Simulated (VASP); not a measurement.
Input of a VASP 6.6.1 run:

The input INCAR:

```
PREC = Accurate
ENCUT = 520
EDIFF = 1E-6
ISMEAR = -1
SIGMA = 0.08
LREAL = F
LASPH = T
NELM = 80
ALGO = Normal
ISIF = 2
LWAVE = F
LCHARG = F
GGA = PE
NBANDS = 14
```

KPOINTS

```
Automatic mesh
0
Gamma
  14 14 14
```

Contents of POSCAR:

```
CoSi
1.0
    0.0000000000      2.2842375166      2.2842375166
    2.2842375166      0.0000000000      2.2842375166
    2.2842375166      2.2842375166      0.0000000000
Co Si
1 1
Direct
    0.0000000000      0.0000000000      0.0000000000
    0.2500000000      0.2500000000      0.2500000000
```

Potentials or basis: VASP PAW PBE potentials, release 64 (Co, Si).

Run with:

```sh
$ cat potpaw_PBE.64/Co/POTCAR potpaw_PBE.64/Si/POTCAR > POTCAR
$ mpirun -np 1 vasp_std > vasp.out
```

Q: What does it give for the pressure?

A: 68.5 GPa.

Spin polarisation is off, so any magnetic state and its effect on volume and gap are missing.
